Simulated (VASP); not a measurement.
# BN in VASP: further runs

The runs below take BN through single point, relaxation of cell and atoms, with rSCAN, PBE.

Everything below comes from runs of VASP 6.6.1. Logs are shortened: lines on timing, memory, paths and dates and some standing lists are left out, and cuts for length are marked.

### 1 The cell of the first run

Symmetry: P3m1, No. 156, trigonal system. The conventional cell has a = 2.498 Å, b = 2.498 Å, c = 6.735 Å, α = 90.00°, β = 90.00°, γ = 120.00°. N (site symmetry 3m) has 3 B at 1.44 Å within 1.9 Å. N (site symmetry 3m) has 3 B at 1.44 Å within 1.9 Å. B (site symmetry 3m) has 3 N at 1.44 Å within 1.9 Å. Within 1.9 Å of B (site symmetry 3m) lie 3 N at 1.44 Å.

### 2 Single point, rSCAN (last atom moved by 0.05 Å along z, cell strained by +1.5% along z)

INCAR reads:

```
ADDGRID  = False        
ALGO     = Normal         # electronic algorithm
EDIFF    = 1E-6           # SCF threshold, eV
EFERMI   = MIDGAP       
ENCUT    = 520            # plane-wave cutoff, eV
GGA_COMPAT= False        
ISIF     = 2              # what is computed and relaxed
ISMEAR   = 0              # smearing method
KPAR     = 2            
LASPH    = True           # aspherical terms in the spheres
LCHARG   = False          # write CHGCAR
LMIXTAU  = True         
LREAL    = False          # projectors in reciprocal space
LWAVE    = False          # write WAVECAR
METAGGA  = RSCAN          # meta-GGA
NBANDS   = 20             # bands
NELM     = 120            # most SCF steps
PREC     = Accurate       # precision mode
SIGMA    = 0.03           # smearing width, eV
```

KPOINTS reads:

```
Automatic mesh
0
Gamma
  10 10 4
  0 0 0
```

POSCAR reads:

```
BN
1.0
    2.4982400000      0.0000000000      0.0000000000
   -1.2491200000      2.1635393048      0.0000000000
    0.0000000000      0.0000000000      6.7352355000
N B
2 2
Direct
    0.6666666700      0.3333333300      0.2500000000
    0.3333333300      0.6666666700      0.7500000000
    0.6666666700      0.3333333300      0.7500000000
    0.3333333300      0.6666666700      0.2575350000
```

Potentials or basis: VASP PAW PBE potentials, release 64 (N, B).

Launch:

```sh
$ cat potpaw_PBE.64/N/POTCAR potpaw_PBE.64/B/POTCAR > POTCAR
$ mpirun -np 2 vasp_std > vasp.out
```

OUTCAR:

```text
EDIFF = 1E-6
   EFERMI = MIDGAP
   ENCUT = 520
   ISIF = 2
   ISMEAR = 0
   LASPH = True
   LREAL = False
   METAGGA = RSCAN
   NELM = 120
   PREC = Accurate

 Found     50 irreducible k-points:

 Following reciprocal coordinates:
            Coordinates               Weight
  0.000000  0.000000  0.000000      1.000000
  0.100000  0.000000  0.000000      6.000000
  0.200000  0.000000  0.000000      6.000000
  0.300000  0.000000  0.000000      6.000000
  0.400000  0.000000  0.000000      6.000000
  0.500000  0.000000  0.000000      3.000000
   k-points           NKPTS =     50   k-points in BZ     NKDIM =     50   number of bands    NBANDS=     20
   number of dos      NEDOS =    301   number of ions     NIONS =      4
   total plane-waves  NPLWV =  20000
   dimension x,y,z NGX =    20 NGY =   20 NGZ =   50
   dimension x,y,z NGXF=    40 NGYF=   40 NGZF=  100
   ions per type =               2   2
   NGX,Y,Z   is equivalent  to a cutoff of  13.31, 13.31, 12.34 a.u.
   NGXF,Y,Z  is equivalent  to a cutoff of  26.62, 26.62, 24.68 a.u.
 SYSTEM =  unknown system
   PREC   = accura    normal or accurate (medium, high low for compatibility)
   ISTART =      0    job   : 0-new  1-cont  2-samecut
   ICHARG =      2    charge: 1-file 2-atom 10-const
   ISPIN  =      1    spin polarized calculation?
   LNONCOLLINEAR =      F non collinear calculations
   LSORBIT =      F    spin-orbit coupling
   LASPH  =      T    aspherical Exc in radial PAW
   ENCUT  =  520.0 eV  38.22 Ry    6.18 a.u.   4.65  4.65 12.52*2*pi/ulx,y,z
   NELM   =    120;   NELMIN=  2; NELMDL= -5     # of ELM steps
   EDIFF  = 0.1E-05   stopping-criterion for ELM
   LREAL  =      F    real-space projection
   EDIFFG = 0.1E-04   stopping-criterion for IOM
   NSW    =      0    number of steps for IOM
   IBRION =     -1    ionic relax: 0-MD 1-quasi-New 2-CG
   NFREE  =      0    steps in history (QN), initial steepest desc. (CG)
   ISIF   =      2    stress and relaxation
   ISYM   =      2    0-nonsym 1-usesym 2-fastsym
   POTIM  = 0.5000    time-step for ionic-motion
   TEBEG  =    0.0;   TEEND  =   0.0 temperature during run

   SCALEE = 1.0000    scale energy and forces
   PSTRESS=    0.0 pullay stress
   NELECT =      16.0000    total number of electrons
   NUPDOWN=      -1.0000    fix difference up-down
   EMIN   =  10.00;   EMAX   =-10.00  energy-range for DOS
   EFERMI =   0.00;   METHOD = MIDGAP
   ISMEAR =     0;   SIGMA  =   0.03  broadening in eV -4-tet -1-fermi 0-gaus
   EFERMI_NEDOS =   21; number of points for ismear=-14 and -15
   IALGO  =     38    algorithm
   IMIX   =      4    mixing-type and parameters
     AMIX     =   0.40;   BMIX     =  1.00
     AMIX_MAG =   1.60;   BMIX_MAG =  1.00
  volume/ion in A,a.u.               =       9.10        61.42
  Fermi-wavevector in a.u.,A,eV,Ry     =   1.244699  2.352140 21.079165  1.549275
  Thomas-Fermi vector in A             =   2.378954
   LORBIT       =      0    0 simple, 1 ext, 2 COOP (PROOUT), +10 PAW based schemes
   METAGGA = RSCAN    functional components
   LHFCALC =     F    Hartree Fock is set to
   AEXX    =    0.0000 exact exchange contribution
   IVDW    =     0    specifies the selected vdW correction
   LEPSILON=     F    determine dielectric tensor
   LRPA    =     F    only Hartree local field effects (RPA)

   CSHIFT  =0.1000    complex shift for real part using Kramers Kronig

   OMEGAMAX=  -1.0    maximum frequency
 non-spin polarized calculation
 Gauss-broadening in eV      SIGMA  =   0.03
  energy-cutoff  :      520.00
  volume of cell :       36.40
 maximum number of plane-waves:      1000
 NGX is ok and might be reduce to    20
   NGX =  9   NGY =  9   NGZ = 25

 number of electron      15.9999999 magnetization

 Free energy of the ion-electron system (eV)
  ---------------------------------------------------
  ext. energy  EPLUGINS =         0.00000000
  ---------------------------------------------------
  free energy    TOTEN  =       -40.09363766 eV

  energy without entropy =      -40.09363766  energy(sigma->0) =      -40.09363766

 E-fermi :   4.2939     XC(G=0): -10.7039

 val. band max:        1.8921905716   @ k =   0.3000   0.3000   0.0000
 cond. band min:       6.6956768553   @ k =   0.5000   0.0000   0.0000
 fundamental gap:      4.8034862837
 Fermi energy:         4.2939337134

 k-point     1 :       0.0000    0.0000    0.0000
  band No.  band energies     occupation
      1     -16.9285      2.00000
      2     -16.6670      2.00000
      3      -4.4949      2.00000
      4      -2.4495      2.00000
      5       0.5068      2.00000
      6       0.5068      2.00000
      7       0.5517      2.00000
      8       0.5517      2.00000
      9       7.3379      0.00000
     10      12.7090      0.00000
     11      14.1946      0.00000
     12      14.1947      0.00000
     13      14.3123      0.00000
     14      14.3123      0.00000
     15      14.8997      0.00000
     16      16.1517      0.00000
     17      17.5939      0.00000
     18      19.6227      0.00000
     19      24.4200      0.00000
     20      28.5746      0.00000

 k-point     2 :       0.1000    0.0000    0.0000
  band No.  band energies     occupation
      1     -16.7245      2.00000
      2     -16.4688      2.00000
      3      -4.2150      2.00000
      4      -2.1963      2.00000
      5      -0.3236      2.00000
      6      -0.2832      2.00000
      7       0.1242      2.00000
      8       0.1733      2.00000
      9       7.6966      0.00000
     10      12.6089      0.00000
     11      13.9741      0.00000
     12      14.2281      0.00000
     13      15.0870      0.00000
     14      15.2012      0.00000
     15      15.2551      0.00000
     16      15.7151      0.00000
     17      18.2473      0.00000
     18      19.1614      0.00000
     19      24.7720      0.00000
     20      28.5822      0.00000

 k-point     3 :       0.2000    0.0000    0.0000
  band No.  band energies     occupation
      1     -16.1297      2.00000
      2     -15.8922      2.00000
      3      -3.3915      2.00000
      4      -2.3042      2.00000
      5      -2.2563      2.00000
      6      -1.4573      2.00000
      7      -0.7369      2.00000
      8      -0.6804      2.00000
      9       8.6181      0.00000
     10      12.0344      0.00000
     11      13.2742      0.00000
     12      13.4904      0.00000
     13      14.1197      0.00000
     14      17.1774      0.00000
     15      17.4269      0.00000
     16      17.5373      0.00000
     17      18.2282      0.00000
     18      19.8892      0.00000
     19      25.0748      0.00000
     20      25.3253      0.00000

 k-point     4 :       0.3000    0.0000    0.0000
  band No.  band energies     occupation
      1     -15.2137      2.00000
      2     -15.0098      2.00000
      3      -4.6087      2.00000
      4      -4.5387      2.00000
      5      -2.0878      2.00000
      6      -1.6139      2.00000
      7      -1.5517      2.00000
      8      -0.3369      2.00000
      9       9.8276      0.00000
     10      10.3719      0.00000
     11      10.9901      0.00000
     12      13.0064      0.00000
     13      14.0201      0.00000
     14      17.7810      0.00000
     15      18.5157      0.00000
     16      20.5422      0.00000
     17      20.6709      0.00000
     18      21.7867      0.00000
     19      22.9234      0.00000
     20      24.0663      0.00000

 k-point     5 :       0.4000    0.0000    0.0000
  band No.  band energies     occupation
      1     -14.1848      2.00000
      2     -14.0420      2.00000
      3      -6.5746      2.00000
      4      -6.4957      2.00000
      5      -2.2230      2.00000
      6      -2.1577      2.00000
      7      -0.5206      2.00000
      8       0.8651      2.00000
      9       7.8478      0.00000
     10       9.0107      0.00000
     11      11.4453      0.00000
     12      12.6940      0.00000
     13      14.2488      0.00000
     14      17.7196      0.00000
     15      17.9503      0.00000
     16      21.7096      0.00000
     17      23.2641      0.00000
     18      23.4715      0.00000
     19      23.7493      0.00000
     20      23.7744      0.00000

 k-point     6 :       0.5000    0.0000    0.0000
  band No.  band energies     occupation
      1     -13.6323      2.00000
      2     -13.5642      2.00000
      3      -7.4216      2.00000
      4      -7.3570      2.00000
      5      -2.4379      2.00000
      6      -2.3714      2.00000
      7       0.4448      2.00000
      8       1.3883      2.00000
      9       6.6957      0.00000
     10       8.0706      0.00000
     11      12.0925      0.00000
     12      12.5858      0.00000
     13      15.0790      0.00000
     14      16.2577      0.00000
     15      17.9162      0.00000
     16      21.3461      0.00000
     17      23.7550      0.00000
     18      24.2126      0.00000
     19      24.3717      0.00000
     20      25.1351      0.00000

 [... further k-points ...]

------------------------ aborting loop because EDIFF is reached ----------------------------------------

  FORCE on cell =-STRESS in cart. coord.  units (eV):
  Direction    XX          YY          ZZ          XY          YZ          ZX
  --------------------------------------------------------------------------------------
  -------------------------------------------------------------------------------------
  Total       -0.0970280     -0.0970280     -0.0027559      0.0000000      0.0000000      0.0000000
  in kB       -4.2702777     -4.2702777     -0.1212910      0.0000000      0.0000000      0.0000000
  external PRESSURE =      -2.8872822 kB  Pullay stress =       0.0000000 kB

 VOLUME and BASIS-vectors are now :
 -----------------------------------------------------------------------------
  energy-cutoff  :      520.00
  volume of cell :       36.40
      direct lattice vectors                 reciprocal lattice vectors
     2.498240000  0.000000000  0.000000000     0.400281798  0.231102804  0.000000000
    -1.249120000  2.163539305  0.000000000     0.000000000  0.462205608  0.000000000
     0.000000000  0.000000000  6.735235500     0.000000000  0.000000000  0.148472908

 POSITION                                       TOTAL-FORCE (eV/Angst)
 -----------------------------------------------------------------------------------
      1.24912      0.72118      1.68381        -0.000000      0.000000      0.728387
     -0.00000      1.44236      5.05143        -0.000000      0.000000     -0.043913
      1.24912      0.72118      5.05143         0.000000     -0.000000      0.054865
     -0.00000      1.44236      1.73456         0.000000     -0.000000     -0.739339
 -----------------------------------------------------------------------------------
    total drift:                               -0.000000      0.000000     -0.000096

  FREE ENERGIE OF THE ION-ELECTRON SYSTEM (eV)
  ---------------------------------------------------
  free  energy   TOTEN  =       -40.0936376568 eV

  energy  without entropy=      -40.0936376568  energy(sigma->0) =      -40.09363766
```

It took 67 s on 2 MPI ranks of Intel Xeon Platinum 8488C (Sapphire Rapids), shared host; peak memory 0.15 GiB.

Results:

```
Free energy            : -40.0936 eV
Pressure               : -0.3 GPa
Largest force          : 0.739 eV/Å
Band gap on the k mesh : 4.80 eV (least direct gap 5.31 eV)
```

Forces in eV/Å, atoms in the order of the input:
```
N    0.000  0.000  0.728
N    0.000  0.000 -0.044
B    0.000  0.000  0.055
B    0.000  0.000 -0.739
```

Caveat: the cell differs from its parent crystal (last atom moved by 0.05 Å along z, cell strained by +1.5% along z); the PAW data sets were made with another functional, which shifts forces and pressure a little.

[end of part 1 of 2]
